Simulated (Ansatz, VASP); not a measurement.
Two plane-wave programs on CaO

```
CELL_PARAMETERS angstrom
0.00000 2.60673 2.60673
2.60673 0.00000 2.60673
2.60673 2.60673 0.00000
ATOMIC_POSITIONS crystal
Ca 0.00000 0.00000 0.00000
O 0.25000 0.25000 0.25000
```

Alike in both runs: task single point; functional r2SCAN; k mesh 8 × 8 × 8; no spin polarisation.

|  | VASP | Ansatz |
| --- | --- | --- |
| version | VASP 6.6.1 | Ansatz 0.2.0 |
| potentials or method | VASP PAW PBE potentials, release 64 (Ca_sv, O) | plane waves, PAW |
| plane-wave cutoff (eV) | 520 | 500 |
| occupations | gaussian, width 0.01 eV | fixed |
| valence electrons in the cell | 16 | 16 |

Ansatz gave:

```
gap on the k mesh at the Fermi level (eV) : 3.76
pressure (GPa)                            : 0.0
```

Problem. Which values does VASP return?

Solution. gap on the k mesh at the Fermi level (eV): 3.73; pressure (GPa): 0.9.

VASP's potentials were made for PBE, not for r2SCAN.
